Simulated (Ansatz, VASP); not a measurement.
One calculation of B, two programs

Contents of INCAR:

```
SYSTEM = B
  ALGO = Normal
  EDIFF = 1E-7
  EDIFFG = -0.04
  ENCUT = 600
  GGA = PE
  IBRION = 2
  ISIF = 3
  ISMEAR = 0
  LASPH = .TRUE.
  LCHARG = .FALSE.
  LREAL = .FALSE.
  LWAVE = .FALSE.
  NELM = 60
  NSW = 90
  PREC = Accurate
  SIGMA = 0.1
```

KPOINTS

```
k-points
0
G
  4 4 4
  0 0 0
```

File POSCAR:

```
B
1.0
    2.7398460300     -4.4811724400      0.0000000000
    2.7398460300      4.4811724400      0.0000000000
   -1.4395387300      0.0000000000      4.0000843500
B
12
Direct
    0.8789378800      0.4572746800      0.8074150600
    0.5427253200      0.1210621200      0.6925849400
    0.1210621200      0.5427253200      0.1925849400
    0.4572746800      0.8789378800      0.3074150600
    0.1936866600      0.4284146600      0.8280985500
    0.5715853400      0.8063133400      0.6719014500
    0.8063133400      0.5715853400      0.1719014500
    0.4284146600      0.1936866600      0.3280985500
    0.4341453400      0.3084540200      0.9670283900
    0.6915459800      0.5658546600      0.5329716100
    0.5658546600      0.6915459800      0.0329716100
    0.3084540200      0.4341453400      0.4670283900
```

Input for Ansatz:

```yaml
crystal:
  lattice:
    - [2.73984603, -4.48117244, 0.0]
    - [2.73984603, 4.48117244, 0.0]
    - [-1.43953873, 0.0, 4.00008435]
  atoms:
    - { symbol: B, position: [0.87893788, 0.45727468, 0.80741506] }
    - { symbol: B, position: [0.54272532, 0.12106212, 0.69258494] }
    - { symbol: B, position: [0.12106212, 0.54272532, 0.19258494] }
    - { symbol: B, position: [0.45727468, 0.87893788, 0.30741506] }
    - { symbol: B, position: [0.19368666, 0.42841466, 0.82809855] }
    - { symbol: B, position: [0.57158534, 0.80631334, 0.67190145] }
    - { symbol: B, position: [0.80631334, 0.57158534, 0.17190145] }
    - { symbol: B, position: [0.42841466, 0.19368666, 0.32809855] }
    - { symbol: B, position: [0.43414534, 0.30845402, 0.96702839] }
    - { symbol: B, position: [0.69154598, 0.56585466, 0.53297161] }
    - { symbol: B, position: [0.56585466, 0.69154598, 0.03297161] }
    - { symbol: B, position: [0.30845402, 0.43414534, 0.46702839] }
basis:
  ecutwfc: 420
kpoints:
  mp_grid: { grid: [4, 4, 4] }
hamiltonian:
  xc: pbe
scf:
  occupations: { method: gaussian, width: 0.1 }
  lower_state_search: "off"
output:
  forces: true
  stress: true
  eigenvalues: true
relax:
  adjacent_minimum: "off"
  f_tol: 0.04
  max_steps: 70
  cell: { stress_tol: 0.4 }
```

Alike in both runs: task relaxation of cell and atoms; functional PBE; k mesh 4 × 4 × 4; occupations gaussian, width 0.1 eV; no spin polarisation.

```csv
,VASP,Ansatz
version,VASP 6.6.1,Ansatz 0.2.0
potentials or method,"VASP PAW PBE potentials, release 64 (B), cutoff 600 eV","scalar-relativistic, plane waves, PAW"
valence electrons in the cell,36,36
```

```csv
,VASP,Ansatz,Ansatz less VASP
"gap on the k mesh at the Fermi level, each at its own relaxed structure (eV)",none,none,-
relaxed volume (Å³/atom),8.39,8.38,-0.009
relaxed cell length with the largest relative difference (Å),4.770,4.772,+0.0015
```

A gap of «none» marks a metal or a gap that the smearing closes.

The k mesh is coarse, so the values compare programs but aren't converged.
